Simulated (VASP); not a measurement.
# Ag (P6_3/mmc) in VASP: a series of runs, part 2 of 3

VASP 6.6.1. Earlier steps stand in the parts before.

## (3) Electric field gradients, PBE (16.95 Å³/atom)

The input, INCAR:

```
ALGO = Normal
EDIFF = 1E-8
ENCUT = 520
GGA = PE
ISIF = 2
ISMEAR = -1
LASPH = T
LCHARG = F
LEFG = T
LREAL = F
LWAVE = F
NBANDS = 30
NELM = 80
PREC = Accurate
SIGMA = 0.08
```

The input, KPOINTS:

```
k-points
0
Gamma
  14 14 4
```

The input, POSCAR:

```
Ag
1.0
    2.8272803578      0.0000000000      0.0000000000
   -1.4136401789      2.4484966136      0.0000000000
    0.0000000000      0.0000000000      9.7958610872
Ag
4
Direct
    0.3333333333      0.6666666667      0.2500000000
    0.6666666667      0.3333333333      0.7500000000
    0.0000000000      0.0000000000      0.0000000000
    0.0000000000      0.0000000000      0.5000000000
```

Potentials or basis: VASP PAW PBE potentials, release 64 (Ag).

Started as:

```console
$ cat potpaw_PBE.64/Ag/POTCAR > POTCAR
$ mpirun -np 1 vasp_std > vasp.out
```

OUTCAR:

```text
EDIFF = 1E-8
   ENCUT = 520
   GGA = PE
   ISIF = 2
   ISMEAR = -1
   LASPH = T
   LREAL = F
   NELM = 80
   PREC = Accurate

 ion  position               nearest neighbor table
   1  0.333  0.667  0.250-   3 2.94   4 2.94   3 2.94   4 2.94   3 2.94   4 2.94
   2  0.667  0.333  0.750-   3 2.94   4 2.94   3 2.94   4 2.94   3 2.94   4 2.94
   3  0.000  0.000  0.000-   1 2.94   2 2.94   2 2.94   1 2.94   2 2.94   1 2.94
   4  0.000  0.000  0.500-   1 2.94   2 2.94   2 2.94   1 2.94   2 2.94   1 2.94

  LATTYP: Found a hexagonal cell.
 ALAT       =     2.8272803578
 C/A-ratio  =     3.4647646669

  Lattice vectors:

 A1 = (   2.8272803578,   0.0000000000,   0.0000000000)
 A2 = (  -1.4136401789,   2.4484966136,   0.0000000000)
 A3 = (   0.0000000000,   0.0000000000,   9.7958610872)

Analysis of symmetry for initial positions (statically):
=====================================================================
 Subroutine PRICEL returns:
 Original cell was already a primitive cell.

 Routine SETGRP: Setting up the symmetry group for a
 hexagonal supercell.

 Subroutine GETGRP returns: Found 24 space group operations
 (whereof 12 operations were pure point group operations)
 out of a pool of 24 trial point group operations.

The static configuration has the point symmetry D_3d.
 The point group associated with its full space group is D_6h.

Analysis of symmetry for dynamics (positions and initial velocities):
=====================================================================
 Subroutine PRICEL returns:
 Original cell was already a primitive cell.

 Routine SETGRP: Setting up the symmetry group for a
 hexagonal supercell.

 Subroutine GETGRP returns: Found 24 space group operations
 (whereof 12 operations were pure point group operations)
 out of a pool of 24 trial point group operations.

The dynamic configuration has the point symmetry D_3d.
 The point group associated with its full space group is D_6h.

 Subroutine INISYM returns: Found 24 space group operations
 (whereof 12 operations are pure point group operations),
 and found     1 'primitive' translations

----------------------------------------------------------------------------------------

                                     Primitive cell

  volume of cell :      67.8127

  direct lattice vectors                    reciprocal lattice vectors
     2.827280358  0.000000000  0.000000000     0.353696795  0.204206940  0.000000000
    -1.413640179  2.448496614  0.000000000     0.000000000  0.408413879  0.000000000
     0.000000000  0.000000000  9.795861087     0.000000000  0.000000000  0.102083930

  length of vectors
     2.827280358  2.827280358  9.795861087     0.408413879  0.408413879  0.102083930

  position of ions in fractional coordinates (direct lattice)
     0.333333333  0.666666667  0.250000000
     0.666666667  0.333333333  0.750000000
     0.000000000  0.000000000  0.000000000
     0.000000000  0.000000000  0.500000000
[... 91 lines left out ...]
   NUPDOWN=      -1.0000    fix difference up-down
   EMIN   =  10.00;   EMAX   =-10.00  energy-range for DOS
   EFERMI =   0.00;   METHOD = LEGACY
   ISMEAR =    -1;   SIGMA  =   0.08  broadening in eV -4-tet -1-fermi 0-gaus
   EFERMI_NEDOS =   21; number of points for ismear=-14 and -15
   IALGO  =     38    algorithm
   IMIX   =      4    mixing-type and parameters
     AMIX     =   0.40;   BMIX     =  1.00
     AMIX_MAG =   1.60;   BMIX_MAG =  1.00
  volume/ion in A,a.u.               =      16.95       114.41
  Fermi-wavevector in a.u.,A,eV,Ry     =   1.417279  2.678269 27.329752  2.008680
  Thomas-Fermi vector in A             =   2.538526
   LORBIT       =      0    0 simple, 1 ext, 2 COOP (PROOUT), +10 PAW based schemes
   GGA     = PE    functional components
   LHFCALC =     F    Hartree Fock is set to
   AEXX    =    0.0000 exact exchange contribution
   IVDW    =     0    specifies the selected vdW correction
   LEPSILON=     F    determine dielectric tensor
   LRPA    =     F    only Hartree local field effects (RPA)
 non-spin polarized calculation
  energy-cutoff  :      520.00
  volume of cell :       67.81
 maximum number of plane-waves:      1842
 NGX is ok and might be reduce to    24
   NGX = 11   NGY = 11   NGZ = 37

 number of electron      44.0000005 magnetization

 Free energy of the ion-electron system (eV)
  ---------------------------------------------------
  ext. energy  EPLUGINS =         0.00000000
  ---------------------------------------------------
  free energy    TOTEN  =       -10.75420450 eV

  energy without entropy =      -10.72552868  energy(sigma->0) =      -10.73986659

 E-fermi :   8.4955     XC(G=0): -12.2407

 val. band max:        8.4927081404   @ k =   0.2143   0.0714   0.5000
 cond. band min:       8.5010171935   @ k =   0.3571   0.0000   0.2500
 fundamental gap:      0.0083090532
 Fermi energy:         8.4955005032

 k-point     1 :       0.0000    0.0000    0.0000
  band No.  band energies     occupation
      1       0.6988      2.00000
      2       1.9169      2.00000
      3       1.9223      2.00000
      4       2.0067      2.00000
      5       3.4316      2.00000
      6       3.6975      2.00000
[... 781 lines left out ...]
     29      15.3674      0.00000
     30      17.6796      0.00000

 [... further k-points ...]

------------------------ aborting loop because EDIFF is reached ----------------------------------------

  FORCE on cell =-STRESS in cart. coord.  units (eV):
  Direction    XX          YY          ZZ          XY          YZ          ZX
  --------------------------------------------------------------------------------------
  -------------------------------------------------------------------------------------
  Total        3.4475760      3.4475760      0.5955046      0.0000000      0.0000000      0.0000000
  in kB       81.4541897     81.4541897     14.0696948      0.0000000      0.0000000      0.0000000
  external PRESSURE =      58.9926914 kB  Pullay stress =       0.0000000 kB

 VOLUME and BASIS-vectors are now :
 -----------------------------------------------------------------------------
  energy-cutoff  :      520.00
  volume of cell :       67.81
      direct lattice vectors                 reciprocal lattice vectors
     2.827280358  0.000000000  0.000000000     0.353696795  0.204206940  0.000000000
    -1.413640179  2.448496614  0.000000000     0.000000000  0.408413879  0.000000000
     0.000000000  0.000000000  9.795861087     0.000000000  0.000000000  0.102083930

 POSITION                                       TOTAL-FORCE (eV/Angst)
 -----------------------------------------------------------------------------------
     -0.00000      1.63233      2.44897        -0.000000     -0.000000     -0.000000
      1.41364      0.81617      7.34690         0.000000      0.000000      0.000000
      0.00000      0.00000      0.00000         0.000000     -0.000000     -0.000000
      0.00000      0.00000      4.89793         0.000000     -0.000000     -0.000000
 -----------------------------------------------------------------------------------
    total drift:                               -0.000000      0.000000     -0.000000

  FREE ENERGIE OF THE ION-ELECTRON SYSTEM (eV)
  ---------------------------------------------------
  free  energy   TOTEN  =       -10.7542044978 eV

  energy  without entropy=      -10.7255286750  energy(sigma->0) =      -10.73986659

 Electric field gradients (V/A^2)
---------------------------------------------------------------------
 ion       V_xx      V_yy      V_zz      V_xy      V_xz      V_yz
---------------------------------------------------------------------
   1      -6.803    -6.802    13.605     0.001     0.000     0.000
   2      -6.803    -6.802    13.605     0.001     0.000    -0.000
   3      -5.842    -5.841    11.683     0.001     0.000    -0.000
   4      -5.842    -5.841    11.683     0.001    -0.000     0.000
---------------------------------------------------------------------

 Electric field gradients after diagonalization (V/A^2)
 (convention: |V_zz| > |V_xx| > |V_yy|)
----------------------------------------------------------------------
 ion       V_xx      V_yy      V_zz     asymmetry (V_yy - V_xx)/ V_zz
----------------------------------------------------------------------
   1      -6.803    -6.802    13.605       0.000
   2      -6.803    -6.802    13.605       0.000
   3      -5.842    -5.841    11.683       0.000
   4      -5.842    -5.841    11.683       0.000
----------------------------------------------------------------------

           NMR quadrupolar parameters

 Cq : quadrupolar parameter    Cq=e*Q*V_zz/h
 eta: asymmetry parameters     (V_yy - V_xx)/ V_zz
 Q  : nuclear electric quadrupole moment in mb (millibarn)
----------------------------------------------------------------------
 ion       Cq(MHz)       eta       Q (mb)
----------------------------------------------------------------------
   1       0.033       0.000       1.000
   2       0.033       0.000       1.000
   3       0.028       0.000       1.000
   4       0.028       0.000       1.000
----------------------------------------------------------------------
```

OSZICAR:

```text
N       E                     dE             d eps       ncg     rms          rms(c)
DAV:   1     0.298883247996E+03    0.29888E+03   -0.22747E+04  4328   0.145E+03
DAV:   2    -0.499950705069E+01   -0.30388E+03   -0.28824E+03  4488   0.336E+02
DAV:   3    -0.117502546313E+02   -0.67507E+01   -0.67136E+01  5000   0.566E+01
DAV:   4    -0.117807153093E+02   -0.30461E-01   -0.30456E-01  4662   0.372E+00
DAV:   5    -0.117810150942E+02   -0.29978E-03   -0.29978E-03  4994   0.395E-01    0.107E+01
DAV:   6    -0.107993874130E+02    0.98163E+00   -0.28702E+00  4626   0.141E+01    0.694E+00
DAV:   7    -0.107647179529E+02    0.34669E-01   -0.45013E-02  4854   0.147E+00    0.367E+00
DAV:   8    -0.107541608788E+02    0.10557E-01   -0.29697E-03  4620   0.384E-01    0.171E-01
DAV:   9    -0.107541714898E+02   -0.10611E-04   -0.68533E-05  4968   0.115E-01    0.394E-02
DAV:  10    -0.107541995937E+02   -0.28104E-04   -0.15892E-05  4692   0.313E-02    0.309E-02
DAV:  11    -0.107542048248E+02   -0.52311E-05   -0.27956E-06  4866   0.121E-02    0.145E-03
DAV:  12    -0.107542045743E+02    0.25042E-06   -0.38506E-08  4604   0.237E-03    0.528E-04
DAV:  13    -0.107542045121E+02    0.62229E-07   -0.64135E-09  2898   0.787E-04    0.157E-04
DAV:  14    -0.107542044913E+02    0.20776E-07   -0.46595E-10  2532   0.178E-04    0.447E-05
DAV:  15    -0.107542044978E+02   -0.64401E-08   -0.73310E-11  2436   0.650E-05
   1 F= -.10754204E+02 E0= -.10739867E+02  d E =-.286758E-01
```

stdout:

```text
POSCAR found type information on POSCAR Ag
 POSCAR found :  1 types and       4 ions
 scaLAPACK will be used
 LDA part: xc-table for (Slater+PW92), standard interpolation
 POSCAR, INCAR and KPOINTS ok, starting setup
 FFT: planning ... GRIDC
 FFT: planning ... GRID_SOFT
 FFT: planning ... GRID
 WAVECAR not read
 entering main loop
ion   1

ion   2

ion   3

ion   4
```

Run time: 56 s. Hardware: 1 thread of Intel Xeon 6975P-C (Granite Rapids), shared host; peak memory 0.26 GiB.

Results:

- Free energy: -10.7542 eV
- Pressure: 5.9 GPa
- Band gap on the k mesh: zero (bands 22 and 23 overlap by 6.28 eV)
- Largest electric field gradient by atom: Ag +13.6, +11.7 (each value once) V/Å²

Levels at points of the mesh, in eV from the Fermi level:
```csv
k point,band 19,band 20,band 21,band 22,band 23,band 24,band 25,band 26
"(0.00, 0.00, 0.00)",-3.53,-3.41,-3.41,-3.06,-3.06,-0.81,2.87,9.95
"(0.50, 0.00, 0.00)",-2.76,-2.72,-0.04,0.80,1.22,1.76,4.57,4.58
"(0.00, 0.00, 0.50)",-3.19,-3.19,-3.19,-3.19,-2.74,-2.74,5.57,5.57
"(0.50, 0.00, 0.50)",-2.73,-2.73,0.39,0.39,1.57,1.57,4.86,4.86
```

Electric field gradients, principal values (V/Å²):
```csv
atom,least,middle,greatest (by size)
1 Ag,-6.802,-6.803,13.605
2 Ag,-6.802,-6.803,13.605
3 Ag,-5.841,-5.842,11.683
4 Ag,-5.841,-5.842,11.683
```

Caveat: the cell stands under pressure; without QUAD_EFG the Cq values of the log hold for a quadrupole moment of 1 mb, not for the nuclei.

[end of part 2 of 3]
